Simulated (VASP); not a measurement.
# ZnCu (P4/mmm) in VASP: further runs

ZnCu is run at these levels: PBEsol; tasks: single point.

Everything below comes from runs of VASP 6.6.1. Logs are shortened: lines on timing, memory, paths and dates and some standing lists are left out, and cuts for length are marked.

## Step 1: The cell of the first run

It takes space group P4/mmm (No. 123, tetragonal). The conventional cell has a = 2.901 Å, b = 2.901 Å, c = 2.989 Å, α = 90.00°, β = 90.00°, γ = 90.00°. Within 3.3 Å of Zn (site symmetry 4/mmm) lie 8 Cu at 2.54 Å and 6 Zn at 2.90 to 2.99 Å. Cu (site symmetry 4/mmm) has 8 Zn at 2.54 Å and 6 Cu at 2.90 to 2.99 Å within 3.3 Å.

## Step 2: Single point, PBEsol (strain -0.015 along x and y, +0.015 along z)

INCAR reads:

```
  PREC = Accurate
  ENCUT = 520
  EDIFF = 1E-6
  ISMEAR = 0
  SIGMA = 0.15
  LREAL = False
  LASPH = True
  NELM = 80
  ALGO = Fast
  ISIF = 2
  LWAVE = False
  LCHARG = False
  GGA = PS
  NBANDS = 18
```

KPOINTS reads:

```
Automatic mesh
0
Gamma
  16 16 16
```

POSCAR reads:

```
ZnCu
1.0
    2.9008250000      0.0000000000      0.0000000000
    0.0000000000      2.9008250000      0.0000000000
    0.0000000000      0.0000000000      2.9891750000
Zn Cu
1 1
Direct
    0.5000000000      0.5000000000      0.5000000000
    0.0000000000      0.0000000000      0.0000000000
```

Potentials or basis: VASP PAW PBE potentials, release 64 (Zn, Cu).

Started as:

```sh
$ cat potpaw_PBE.64/Zn/POTCAR potpaw_PBE.64/Cu/POTCAR > POTCAR
$ mpirun -np 1 vasp_std > vasp.out
```

OUTCAR:

```text
PREC = Accurate
   ENCUT = 520
   EDIFF = 1E-6
   ISMEAR = 0
   LREAL = False
   LASPH = True
   NELM = 80
   ISIF = 2
   GGA = PS

 ion  position               nearest neighbor table
   1  0.500  0.500  0.500-   2 2.54   2 2.54   2 2.54   2 2.54   2 2.54   2 2.54   2 2.54   2 2.54

   2  0.000  0.000  0.000-   1 2.54   1 2.54   1 2.54   1 2.54   1 2.54   1 2.54   1 2.54   1 2.54

  LATTYP: Found a simple tetragonal cell.
 ALAT       =     2.9008250000
 C/A-ratio  =     1.0304568528

  Lattice vectors:

 A1 = (   2.9008250000,   0.0000000000,   0.0000000000)
 A2 = (   0.0000000000,   2.9008250000,   0.0000000000)
 A3 = (   0.0000000000,   0.0000000000,   2.9891750000)

Analysis of symmetry for initial positions (statically):
=====================================================================
 Subroutine PRICEL returns:
 Original cell was already a primitive cell.

 Routine SETGRP: Setting up the symmetry group for a
 simple tetragonal supercell.

 Subroutine GETGRP returns: Found 16 space group operations
 (whereof 16 operations were pure point group operations)
 out of a pool of 16 trial point group operations.

The static configuration has the point symmetry D_4h.

Analysis of symmetry for dynamics (positions and initial velocities):
=====================================================================
 Subroutine PRICEL returns:
 Original cell was already a primitive cell.

 Routine SETGRP: Setting up the symmetry group for a
 simple tetragonal supercell.

 Subroutine GETGRP returns: Found 16 space group operations
 (whereof 16 operations were pure point group operations)
 out of a pool of 16 trial point group operations.

The dynamic configuration has the point symmetry D_4h.

 Subroutine INISYM returns: Found 16 space group operations
 (whereof 16 operations are pure point group operations),
 and found     1 'primitive' translations

----------------------------------------------------------------------------------------

                                     Primitive cell

  volume of cell :      25.1533

  direct lattice vectors                    reciprocal lattice vectors
     2.900825000  0.000000000  0.000000000     0.344729517  0.000000000  0.000000000
     0.000000000  2.900825000  0.000000000     0.000000000  0.344729517  0.000000000
     0.000000000  0.000000000  2.989175000     0.000000000  0.000000000  0.334540467

  length of vectors
     2.900825000  2.900825000  2.989175000     0.344729517  0.344729517  0.334540467

  position of ions in fractional coordinates (direct lattice)
     0.500000000  0.500000000  0.500000000
     0.000000000  0.000000000  0.000000000

  ion indices of the primitive-cell ions
   primitive index   ion index
                 1           1
                 2           2

----------------------------------------------------------------------------------------

 KPOINTS: Automatic mesh

Automatic generation of k-mesh.
 Grid dimensions read from file:
 generate k-points for:   16   16   16

 Generating k-lattice:

  Cartesian coordinates                     Fractional coordinates (reciprocal lattice)
     0.021545595  0.000000000  0.000000000     0.062500000  0.000000000  0.000000000
     0.000000000  0.021545595  0.000000000     0.000000000  0.062500000  0.000000000
     0.000000000  0.000000000  0.020908779     0.000000000  0.000000000  0.062500000

  Length of vectors
     0.021545595  0.021545595  0.020908779

  Shift w.r.t. Gamma in fractional coordinates (k-lattice)
     0.000000000  0.000000000  0.000000000

 Subroutine IBZKPT returns following result:
 ===========================================

 Found    405 irreducible k-points:

 Following reciprocal coordinates:
            Coordinates               Weight
  0.000000  0.000000  0.000000      1.000000
  0.062500  0.000000  0.000000      4.000000
  0.125000  0.000000  0.000000      4.000000
  0.187500  0.000000  0.000000      4.000000
  0.250000  0.000000  0.000000      4.000000
  0.312500  0.000000  0.000000      4.000000
[... 16 lines left out ...]
  0.437500  0.125000  0.000000      8.000000
  0.500000  0.125000  0.000000      4.000000
 [... further k-points ...]
   k-points           NKPTS =    405   k-points in BZ     NKDIM =    405   number of bands    NBANDS=     18
   number of dos      NEDOS =    301   number of ions     NIONS =      2
   total plane-waves  NPLWV =  13824
   dimension x,y,z NGX =    24 NGY =   24 NGZ =   24
   dimension x,y,z NGXF=    48 NGYF=   48 NGZF=   48
   ions per type =               1   1
   NGX,Y,Z   is equivalent  to a cutoff of  13.75, 13.75, 13.35 a.u.
   NGXF,Y,Z  is equivalent  to a cutoff of  27.51, 27.51, 26.70 a.u.
 SYSTEM =  unknown system
   PREC   = accura    normal or accurate (medium, high low for compatibility)
   ISTART =      0    job   : 0-new  1-cont  2-samecut
   ICHARG =      2    charge: 1-file 2-atom 10-const
   ISPIN  =      1    spin polarized calculation?
   LNONCOLLINEAR =      F non collinear calculations
   LSORBIT =      F    spin-orbit coupling
   LASPH  =      T    aspherical Exc in radial PAW
   ENCUT  =  520.0 eV  38.22 Ry    6.18 a.u.   5.39  5.39  5.56*2*pi/ulx,y,z
   NELM   =     80;   NELMIN=  2; NELMDL= -5     # of ELM steps
   EDIFF  = 0.1E-05   stopping-criterion for ELM
   LREAL  =      F    real-space projection
   EDIFFG = 0.1E-04   stopping-criterion for IOM
   NSW    =      0    number of steps for IOM
   IBRION =     -1    ionic relax: 0-MD 1-quasi-New 2-CG
   NFREE  =      0    steps in history (QN), initial steepest desc. (CG)
   ISIF   =      2    stress and relaxation
   ISYM   =      2    0-nonsym 1-usesym 2-fastsym
   POTIM  = 0.5000    time-step for ionic-motion
   TEBEG  =    0.0;   TEEND  =   0.0 temperature during run
   PSTRESS=    0.0 pullay stress
   NELECT =      23.0000    total number of electrons
   NUPDOWN=      -1.0000    fix difference up-down
   EMIN   =  10.00;   EMAX   =-10.00  energy-range for DOS
   EFERMI =   0.00;   METHOD = LEGACY
   ISMEAR =     0;   SIGMA  =   0.15  broadening in eV -4-tet -1-fermi 0-gaus
   EFERMI_NEDOS =   21; number of points for ismear=-14 and -15
   IALGO  =     68    algorithm
   IMIX   =      4    mixing-type and parameters
     AMIX     =   0.40;   BMIX     =  1.00
     AMIX_MAG =   1.60;   BMIX_MAG =  1.00
  volume/ion in A,a.u.               =      12.58        84.87
  Fermi-wavevector in a.u.,A,eV,Ry     =   1.588983  3.002743 34.352910  2.524868
  Thomas-Fermi vector in A             =   2.687903
   LORBIT       =      0    0 simple, 1 ext, 2 COOP (PROOUT), +10 PAW based schemes
   GGA     = PS    functional components
   LHFCALC =     F    Hartree Fock is set to
   AEXX    =    0.0000 exact exchange contribution
   IVDW    =     0    specifies the selected vdW correction
   LEPSILON=     F    determine dielectric tensor
   LRPA    =     F    only Hartree local field effects (RPA)
 non-spin polarized calculation
 RMM-DIIS sequential band-by-band and
 Gauss-broadening in eV      SIGMA  =   0.15
  energy-cutoff  :      520.00
  volume of cell :       25.15
 maximum number of plane-waves:       707
 NGX is ok and might be reduce to    24
   NGX = 11   NGY = 11   NGZ = 11

 number of electron      22.9999990 magnetization

 Free energy of the ion-electron system (eV)
  ---------------------------------------------------
  ext. energy  EPLUGINS =         0.00000000
  ---------------------------------------------------
  free energy    TOTEN  =        -6.09404318 eV

  energy without entropy =       -6.08793783  energy(sigma->0) =       -6.09099050

 E-fermi :   5.5121     XC(G=0): -12.6523

 val. band max:        5.4985052579   @ k =   0.4375   0.2500   0.5000
 cond. band min:       5.5211261979   @ k =   0.4375   0.2500   0.5000
 fundamental gap:      0.0226209400
 Fermi energy:         5.5121250962

 k-point     1 :       0.0000    0.0000    0.0000
  band No.  band energies     occupation
      1      -4.9759      2.00000
      2      -2.3706      2.00000
      3      -2.3571      2.00000
      4      -1.6506      2.00000
      5      -1.6506      2.00000
      6      -1.6108      2.00000
[... 10 lines left out ...]
     17      18.2061      0.00000
     18      28.9144      0.00000

 k-point     2 :       0.0625    0.0000    0.0000
  band No.  band energies     occupation
      1      -4.9028      2.00000
      2      -2.3572      2.00000
      3      -2.3447      2.00000
      4      -1.6581      2.00000
      5      -1.6471      2.00000
      6      -1.6179      2.00000
[... 10 lines left out ...]
     17      18.7628      0.00000
     18      28.1784      0.00000

 k-point     3 :       0.1250    0.0000    0.0000
  band No.  band energies     occupation
      1      -4.6853      2.00000
      2      -2.3274      2.00000
      3      -2.3000      2.00000
      4      -1.6792      2.00000
      5      -1.6381      2.00000
      6      -1.6369      2.00000
[... 10 lines left out ...]
     17      20.4851      0.00000
     18      26.6654      0.00000

 k-point     4 :       0.1875    0.0000    0.0000
  band No.  band energies     occupation
      1      -4.3297      2.00000
      2      -2.2868      2.00000
      3      -2.2232      2.00000
      4      -1.7107      2.00000
      5      -1.6682      2.00000
      6      -1.6216      2.00000
[... 10 lines left out ...]
     17      22.7451      0.00000
     18      24.8309      0.00000

 k-point     5 :       0.2500    0.0000    0.0000
  band No.  band energies     occupation
      1      -3.8512      2.00000
      2      -2.2389      2.00000
      3      -2.1163      2.00000
      4      -1.7476      2.00000
      5      -1.7034      2.00000
      6      -1.6034      2.00000
[... 10 lines left out ...]
     17      23.1107      0.00000
     18      23.8034      0.00000

 k-point     6 :       0.3125    0.0000    0.0000
  band No.  band energies     occupation
      1      -3.2900      2.00000
      2      -2.1899      2.00000
      3      -1.9613      2.00000
      4      -1.7843      2.00000
      5      -1.7385      2.00000
      6      -1.5850      2.00000
[... 10 lines left out ...]
     17      21.4661      0.00000
     18      22.4767      0.00000

 k-point     7 :       0.3750    0.0000    0.0000
  band No.  band energies     occupation
      1      -2.7634      2.00000
      2      -2.1473      2.00000
      3      -1.8153      2.00000
      4      -1.7681      2.00000
      5      -1.6728      2.00000
      6      -1.5694      2.00000
[... 10 lines left out ...]
     17      19.9257      0.00000
     18      20.9201      0.00000

 k-point     8 :       0.4375    0.0000    0.0000
  band No.  band energies     occupation
      1      -2.4618      2.00000
      2      -2.1179      2.00000
      3      -1.8360      2.00000
      4      -1.7878      2.00000
      5      -1.5588      2.00000
      6      -1.1282      2.00000
[... 10 lines left out ...]
     17      19.5150      0.00000
     18      19.6475      0.00000
[... 229 lines left out ...]
     17      22.2210      0.00000
     18      23.0334      0.00000

 k-point    20 :       0.2500    0.1250    0.0000
  band No.  band energies     occupation
      1      -3.5925      2.00000
      2      -2.1945      2.00000
      3      -2.0843      2.00000
      4      -1.7587      2.00000
      5      -1.7108      2.00000
      6      -1.6396      2.00000
[... 10 lines left out ...]
     17      21.0979      0.00000
     18      23.3666      0.00000

 k-point    21 :       0.3125    0.1250    0.0000
  band No.  band energies     occupation
      1      -3.0690      2.00000
      2      -2.1510      2.00000
      3      -1.9889      2.00000
      4      -1.7973      2.00000
      5      -1.6580      2.00000
      6      -1.6323      2.00000
[... 10 lines left out ...]
     17      21.5918      0.00000
     18      21.7027      0.00000

 k-point    22 :       0.3750    0.1250    0.0000
  band No.  band energies     occupation
      1      -2.6090      2.00000
      2      -2.1118      2.00000
      3      -1.9611      2.00000
      4      -1.8301      2.00000
      5      -1.6258      2.00000
      6      -1.3682      2.00000
[... 10 lines left out ...]
     17      20.1483      0.00000
     18      21.4908      0.00000

 k-point    23 :       0.4375    0.1250    0.0000
  band No.  band energies     occupation
      1      -2.3493      2.00000
      2      -2.0803      2.00000
      3      -1.9845      2.00000
      4      -1.8520      2.00000
      5      -1.6215      2.00000
      6      -0.7724      2.00000
[... 10 lines left out ...]
     17      18.7265      0.00000
     18      20.5093      0.00000

 k-point    24 :       0.5000    0.1250    0.0000
  band No.  band energies     occupation
      1      -2.2725      2.00000
      2      -2.0623      2.00000
      3      -2.0065      2.00000
      4      -1.8597      2.00000
      5      -1.6200      2.00000
      6      -0.2244      2.00000
[... 10 lines left out ...]
     17      19.0855      0.00000
     18      19.9360      0.00000

 [... further k-points ...]
[... 5 lines left out ...]
  --------------------------------------------------------------------------------------
  -------------------------------------------------------------------------------------
  Total       -0.3066713     -0.3066713     -0.3123459      0.0000000     -0.0000000      0.0000000
  in kB      -19.5339144    -19.5339144    -19.8953662      0.0000000     -0.0000000      0.0000000
  external PRESSURE =     -19.6543983 kB  Pullay stress =       0.0000000 kB

 VOLUME and BASIS-vectors are now :
 -----------------------------------------------------------------------------
  energy-cutoff  :      520.00
  volume of cell :       25.15
      direct lattice vectors                 reciprocal lattice vectors
     2.900825000  0.000000000  0.000000000     0.344729517  0.000000000  0.000000000
     0.000000000  2.900825000  0.000000000     0.000000000  0.344729517  0.000000000
     0.000000000  0.000000000  2.989175000     0.000000000  0.000000000  0.334540467

 POSITION                                       TOTAL-FORCE (eV/Angst)
 -----------------------------------------------------------------------------------
      1.45041      1.45041      1.49459         0.000000      0.000000      0.000000
      0.00000      0.00000      0.00000         0.000000      0.000000      0.000000
 -----------------------------------------------------------------------------------
    total drift:                                0.000000      0.000000     -0.000000

  FREE ENERGIE OF THE ION-ELECTRON SYSTEM (eV)
  ---------------------------------------------------
  free  energy   TOTEN  =        -6.0940431790 eV

  energy  without entropy=       -6.0879378287  energy(sigma->0) =       -6.09099050
```

It took 3.3 min on 1 thread of Oxide Virtual Turin-like, shared host; peak memory 0.26 GiB.

Results:

```
Free energy            : -6.0940 eV
Pressure               : -2.0 GPa
Band gap on the k mesh : zero (an odd number of electrons rules out a gap without spin polarisation)
```

Levels at points of the mesh, in eV from the Fermi level:
```tsv
k point	band 10	band 11	band 12	band 13	band 14	band 15
(0.00, 0.00, 0.00)	-2.77	-2.74	5.55	6.60	6.60	10.89
(0.50, 0.00, 0.00)	-3.30	-2.85	-1.95	11.28	11.85	12.24
(0.50, 0.50, 0.00)	-2.48	-1.83	-1.83	2.01	2.36	13.55
(0.00, 0.00, 0.50)	-3.29	-2.81	-2.15	11.93	11.93	12.60
(0.50, 0.00, 0.50)	-2.53	-2.06	-2.00	1.72	2.04	14.32
(0.50, 0.50, 0.50)	-2.47	3.94	4.31	4.31	4.45	4.47
```

Caveat: the cell differs from its parent crystal (strain -0.015 along x and y, +0.015 along z); the PAW data sets were made with another functional, which shifts forces and pressure a little.

(Part 1 of 2 ends here.)

The gap in the log of VASP goes by the Fermi energy; the results here count the filled bands.